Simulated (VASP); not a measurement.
Write the native input for VASP 6.6.1 that does the following.

```
Task                   : single point
Functional             : PBE
Potentials or basis    : VASP PAW PBE potentials, release 64 (Al, Sc_sv, N)
Cutoff                 : 520 eV
k mesh                 : 4 × 4 × 3
Occupations            : gaussian, width 0.01 eV
Spin                   : no spin polarisation
Dipole correction      : no
Further INCAR settings : LREAL = Auto; ALGO = Normal; EDIFF = 1e-06; NBANDS = 102
```

The structure of ScAl3N4 lies in POSCAR:

```
ScAl3N4
1.0
    6.4856201461     -0.0088032824     -0.0045561160
   -3.2504339393      5.6123101646      0.0045561160
   -0.0070686285      0.0040810745     10.1583297416
Al Sc N
12 4 16
Direct
    0.3371823979      0.1628176021      0.7508036450
    0.1669546886      0.8308198483     -0.0031931558
    0.3281618526      0.6668860940      0.2456873784
    0.1644966953      0.8310984028      0.5021917604
    0.3373812621      0.6744225765      0.7548522848
    0.6691801517      0.3330453114     -0.0031931558
    0.8331139060      0.1718381474      0.2456873784
    0.6689015972      0.3355033047      0.5021917604
    0.8255774235      0.1626187379      0.7548522848
    0.6660727703      0.8339272297      0.0005255137
    0.8381444435      0.6618555565      0.2458323240
    0.8333016073      0.6666983927      0.7522759929
    0.1661335575      0.3338664425     -0.0110227665
    0.3373584061      0.1626415939      0.2473048655
    0.1624364416      0.3375635584      0.5018547283
    0.6658594658      0.8341405342      0.4922897257
    0.1602073099      0.3397926901      0.1976834469
    0.3406359341      0.1593640659      0.4535568370
    0.1660271286      0.3339728714      0.7138448543
    0.3449886905      0.1550113095      0.9404478921
    0.1568898302      0.8140719819      0.1833514388
    0.3212648555      0.6784815406      0.4330231533
    0.1645409164      0.8301314522      0.6930922541
    0.3456688944      0.6894735759      0.9406611494
    0.6859280181      0.3431101698      0.1833514388
    0.8215184594      0.1787351445      0.4330231533
    0.6698685478      0.3354590836      0.6930922541
    0.8105264241      0.1543311056      0.9406611494
    0.6680592865      0.8319407135      0.1940217309
    0.8435982812      0.6564017188      0.4363586610
    0.6672271952      0.8327728048      0.6995828444
    0.8327935611      0.6672064389      0.9413071778
```

The input as run:

INCAR

```
  PREC = Accurate
  ENCUT = 520
  EDIFF = 1E-6
  ISMEAR = 0
  SIGMA = 0.01
  LREAL = Auto
  LASPH = True
  NELM = 80
  ALGO = Normal
  ISIF = 2
  LWAVE = False
  LCHARG = False
  GGA = PE
  NBANDS = 102
```

KPOINTS

```
Automatic mesh
0
Gamma
  4 4 3
```

Potentials or basis: VASP PAW PBE potentials, release 64 (Al, Sc_sv, N).

The run is started by

```sh
$ cat potpaw_PBE.64/Al/POTCAR potpaw_PBE.64/Sc_sv/POTCAR potpaw_PBE.64/N/POTCAR > POTCAR
$ mpirun -np 1 vasp_std > vasp.out
```

It gave:

```json
{"Pressure": "0.1 GPa", "Largest force": "0.087 eV/Å", "Band gap on the k mesh": "3.60 eV (least direct gap 3.61 eV)"}
```

It took 32 min on 1 thread of Intel Xeon 8259CL, with other jobs on the host, peak memory 0.66 GiB.
